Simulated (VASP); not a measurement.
# Ta3H in VASP: notebook, part 2 of 2

VASP 6.6.1. Earlier steps stand in the parts before.

### 4 Single point, PBE

The input, INCAR:

```
PREC = Accurate
ENCUT = 520
EDIFF = 1E-7
ISMEAR = 0
SIGMA = 0.1
LREAL = False
LASPH = True
NELM = 100
ALGO = Normal
ISIF = 2
LWAVE = False
LCHARG = True
LDIPOL = True
IDIPOL = 3
DIPOL = 0.5 0.5 0.362
GGA = PE
LELF = True
LVHAR = True
LVACPOTAV = True
NBANDS = 25
```

The input, KPOINTS:

```
regular mesh
0
Gamma
  10 10 1
```

The input, POSCAR:

```
Ta3H
1.0
    2.8743098524      0.0000000000      0.0000000000
   -0.9581032841      2.7099253172      0.0000000000
    0.0000000000      0.0000000000     20.0266897040
Ta H
3 1
Direct
    0.5000000000      0.5000000000      0.1997334587
    0.0000000000      0.0000000000      0.3127671377
    0.5000000000      0.5000000000      0.4257663064
    0.6666666667      0.6666666667      0.5117195375
```

Potentials or basis: VASP PAW PBE potentials, release 64 (Ta_pv, H).

Command:

```console
$ cat potpaw_PBE.64/Ta_pv/POTCAR potpaw_PBE.64/H/POTCAR > POTCAR
$ mpirun -np 1 vasp_std > vasp.out
```

OUTCAR:

```text
PREC = Accurate
   ENCUT = 520
   EDIFF = 1E-7
   ISMEAR = 0
   LREAL = False
   LASPH = True
   NELM = 100
   ISIF = 2
   GGA = PE

 ion  position               nearest neighbor table
   1  0.500  0.500  0.200-   2 2.81   2 2.81   2 3.26   2 3.26
   2  0.000  0.000  0.313-   3 2.81   3 2.81   1 2.81   1 2.81   3 3.26   3 3.26   1 3.26   1 3.26

   3  0.500  0.500  0.426-   4 1.81   2 2.81   2 2.81   2 3.26   2 3.26
   4  0.667  0.667  0.512-   3 1.81

  LATTYP: Found a base centered orthorhombic cell.
 ALAT       =     3.3189671341
 B/A-ratio  =     1.4142135623
 C/A-ratio  =     6.0340126596

  Lattice vectors:

 A1 = (   2.8743098524,   0.0000000000,   0.0000000000)
 A2 = (  -0.9581032841,   2.7099253172,   0.0000000000)
 A3 = (   0.0000000000,   0.0000000000,  20.0266897040)

Analysis of symmetry for initial positions (statically):
=====================================================================
 Subroutine PRICEL returns:
 Original cell was already a primitive cell.

 Routine SETGRP: Setting up the symmetry group for a
 base centered orthorhombic supercell.

[... 170 lines left out ...]
  ---------------------------------------------------
  free energy    TOTEN  =       -36.34213580 eV

  energy without entropy =      -36.32585160  energy(sigma->0) =      -36.33399370

 E-fermi :  -1.2972     XC(G=0):  -5.5848

 val. band max:       -1.3266030618   @ k =  -0.2000   0.1000   0.0000
 cond. band min:      -1.2832324921   @ k =   0.4000   0.3000   0.0000
 fundamental gap:      0.0433705697
 Fermi energy:        -1.2972164683

 k-point     1 :       0.0000    0.0000    0.0000
  band No.  band energies     occupation
      1     -35.7750      2.00000
      2     -35.4645      2.00000
      3     -35.1038      2.00000
      4     -34.9967      2.00000
      5     -34.8674      2.00000
      6     -34.8010      2.00000
[... 661 lines left out ...]
     24       3.6887      0.00000
     25       4.2532      0.00000

 [... further k-points ...]
[... 5 lines left out ...]
  --------------------------------------------------------------------------------------
  -------------------------------------------------------------------------------------
  Total       -2.1609105     -1.6747467      0.9967579      0.6875395      1.1425671      0.8079157
  in kB      -22.1945985    -17.2012350     10.2376481      7.0616823     11.7352463      8.2980593
  external PRESSURE =      -9.7193951 kB  Pullay stress =       0.0000000 kB

 VOLUME and BASIS-vectors are now :
 -----------------------------------------------------------------------------
  energy-cutoff  :      520.00
  volume of cell :      155.99
      direct lattice vectors                 reciprocal lattice vectors
     2.874309852  0.000000000  0.000000000     0.347909603  0.123004620  0.000000000
    -0.958103284  2.709925317  0.000000000     0.000000000  0.369013859  0.000000000
     0.000000000  0.000000000 20.026689704     0.000000000  0.000000000  0.049933365

 POSITION                                       TOTAL-FORCE (eV/Angst)
 -----------------------------------------------------------------------------------
      0.95810      1.35496      4.00000         0.002952      0.004175      0.129831
      0.00000      0.00000      6.26369        -0.028917     -0.040895     -0.706732
      0.95810      1.35496      8.52669        -0.413181     -0.584326      0.569077
      1.27747      1.80662     10.24805         0.439146      0.621047      0.007824
 -----------------------------------------------------------------------------------
    total drift:                                0.000004      0.000005     -0.000178

  FREE ENERGIE OF THE ION-ELECTRON SYSTEM (eV)
  ---------------------------------------------------
  free  energy   TOTEN  =       -36.3421357965 eV

  energy  without entropy=      -36.3258516035  energy(sigma->0) =      -36.33399370

 vacuum level on the upper side and lower side of the slab         4.591         3.478
```

OSZICAR:

```text
N       E                     dE             d eps       ncg     rms          rms(c)
DAV:   1     0.247245338931E+03    0.24725E+03   -0.19017E+04  1878   0.118E+03
DAV:   2    -0.292750620741E+02   -0.27652E+03   -0.26820E+03  1847   0.318E+02
DAV:   3    -0.388115821175E+02   -0.95365E+01   -0.92324E+01  2065   0.547E+01
[... 19 lines left out ...]
DAV:  23    -0.363421285443E+02   -0.12993E-04   -0.93572E-07  1661   0.574E-03    0.145E-03
DAV:  24    -0.363421344393E+02   -0.58950E-05   -0.31283E-07  1612   0.291E-03    0.674E-04
DAV:  25    -0.363421353606E+02   -0.92130E-06   -0.54344E-08  1415   0.137E-03    0.233E-04
DAV:  26    -0.363421357088E+02   -0.34822E-06   -0.22716E-08  1196   0.641E-04    0.304E-04
DAV:  27    -0.363421357965E+02   -0.87722E-07   -0.85843E-09  1031   0.533E-04
   1 F= -.36342136E+02 E0= -.36333994E+02  d E =-.162842E-01
```

Run time: 2.8 min. Hardware: 1 thread of Intel Xeon Platinum 8259CL at 2.50GHz (Skylake/Cascade Lake), shared host; peak memory 0.33 GiB.

Results:

| Quantity | Value |
| --- | --- |
| Free energy | -36.3421 eV |
| Largest force | 0.914 eV/Å |
| Band gap on the k mesh | zero (band 17 reaches -0.12 eV, above the bottom of band 18 at -1.68 eV) |

Forces on the atoms (eV/Å):
```
Ta   0.003  0.004  0.130
Ta  -0.029 -0.041 -0.707
Ta  -0.413 -0.584  0.569
H    0.439  0.621  0.008
```

Levels at points of the mesh, in eV from the Fermi level:
```
           k point  band 13  band 14  band 15  band 16  band 17  band 18  band 19  band 20  band 21  band 22
(0.00, 0.00, 0.00)    -3.40    -1.59    -0.81    -0.35     0.26     0.57     0.96     1.05     3.11     3.13
(0.50, 0.00, 0.00)    -2.51    -1.50    -1.45    -0.98     0.07     0.88     1.66     3.06     3.41     3.54
(0.50, 0.50, 0.00)    -3.08    -1.69    -1.68    -0.88     1.18     1.26     2.47     2.50     3.16     4.59
```

Caveat: spin-orbit coupling is left out, which moves the levels of the heavy elements.

### 5 Single point, PBE

The input, INCAR:

```
SYSTEM = Ta3H
PREC = Accurate
ENCUT = 520
EDIFF = 1E-6
ISMEAR = 0
SIGMA = 0.1
LREAL = .False.
LASPH = .True.
NELM = 80
ALGO = Normal
ISIF = 2
LWAVE = .False.
LCHARG = .False.
LDIPOL = .True.
IDIPOL = 3
DIPOL = 0.5 0.5 0.361
GGA = PE
NBANDS = 25
```

The input, KPOINTS:

```
Automatic mesh
0
Gamma
  10 10 1
  0 0 0
```

Edit POSCAR of step 4 so:

```diff
@@ -11,2 +11,2 @@
     0.5000000000      0.5000000000      0.4257663064
-    0.6666666667      0.6666666667      0.5117195375
+    0.6666666667      1.3333333333      0.5074881843
```

Command:

```console
$ cat potpaw_PBE.64/Ta_pv/POTCAR potpaw_PBE.64/H/POTCAR > POTCAR
$ mpirun -np 1 vasp_std > vasp.out
```

It took 2.7 min on 1 thread of Intel Xeon Platinum 8259CL at 2.50GHz (Skylake/Cascade Lake), shared host; peak memory 0.33 GiB.

It converged, with:

* Free energy: -36.5897 eV
* Largest force: 1.131 eV/Å
* Band gap on the k mesh: zero (band 17 reaches -0.06 eV, above the bottom of band 18 at -1.59 eV)

Forces on the atoms (eV/Å):
```
Ta  -0.020  0.014  0.080
Ta  -0.216  0.153 -0.543
Ta  -0.687  0.486  0.457
H    0.923 -0.653  0.007
```

Levels at points of the mesh, in eV from the Fermi level:
```tsv
k point	band 15	band 16	band 17	band 18	band 19	band 20
(0.00, 0.00, 0.00)	-0.76	-0.32	0.31	0.62	1.03	1.04
(0.50, 0.00, 0.00)	-1.43	-0.93	-0.02	0.94	1.68	3.09
(0.50, 0.50, 0.00)	-1.14	-0.74	1.18	1.51	2.20	2.84
```

Caveat: spin-orbit coupling is left out, which moves the levels of the heavy elements.
